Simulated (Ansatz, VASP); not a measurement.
# HfO2 in VASP and in Ansatz

The input INCAR:

```
PREC = Accurate
ENCUT = 600
EDIFF = 1E-6
ISMEAR = 0
SIGMA = 0.02
LREAL = False
LASPH = True
NELM = 60
ALGO = Normal
ISIF = 3
LWAVE = False
LCHARG = False
GGA = PE
IBRION = 2
NSW = 100
EDIFFG = -0.01
```

The input KPOINTS:

```
regular mesh
0
Gamma
  8 8 8
```

POSCAR

```
HfO2
1.0
    0.0000000000      2.5574998900      2.5574998900
    2.5574998900      0.0000000000      2.5574998900
    2.5574998900      2.5574998900      0.0000000000
Hf O
1 2
Direct
    0.0000000000      0.0000000000      0.0000000000
    0.2500000000      0.2500000000      0.2500000000
    0.7500000000      0.7500000000      0.7500000000
```

Input for Ansatz:

```yaml
crystal:
  lattice:
    - [0.0, 2.55749989, 2.55749989]
    - [2.55749989, 0.0, 2.55749989]
    - [2.55749989, 2.55749989, 0.0]
  atoms:
    - { symbol: Hf, position: [0.0, 0.0, 0.0] }
    - { symbol: O, position: [0.25, 0.25, 0.25] }
    - { symbol: O, position: [0.75, 0.75, 0.75] }
basis:
  ecutwfc: 420
kpoints:
  mp_grid: { grid: [8, 8, 8] }
hamiltonian:
  xc: pbe
scf:
  occupations: { method: gaussian, width: 0.02 }
output:
  forces: true
  stress: true
  eigenvalues: true
relax:
  adjacent_minimum: "off"
  f_tol: 0.01
  max_steps: 80
  cell: { stress_tol: 0.05 }
```

Alike in both runs: task relaxation of cell and atoms; functional PBE; k mesh 8 × 8 × 8; occupations gaussian, width 0.02 eV; no spin polarisation.

|  | VASP | Ansatz |
| --- | --- | --- |
| version | VASP 6.6.1 | Ansatz 0.2.0 |
| potentials or method | VASP PAW PBE potentials, release 64 (Hf_pv, O), cutoff 600 eV | scalar-relativistic, plane waves, PAW |
| valence electrons in the cell | 22 | 38 |

Ansatz gave:

- gap on the k mesh at the Fermi level, each at its own relaxed structure (eV): 3.75
- relaxed volume (Å³/atom): 11.04
- relaxed cell length with the largest relative difference (Å): 3.605

Q: What did VASP give for the same quantities?

A: gap on the k mesh at the Fermi level, each at its own relaxed structure (eV): 3.80; relaxed volume (Å³/atom): 10.87; relaxed cell length with the largest relative difference (Å): 3.586.

VASP's potentials hold 22 valence electrons a cell and Ansatz's 38, so a difference there can come from the potentials and not from the codes.

Neither program's run includes spin-orbit coupling.
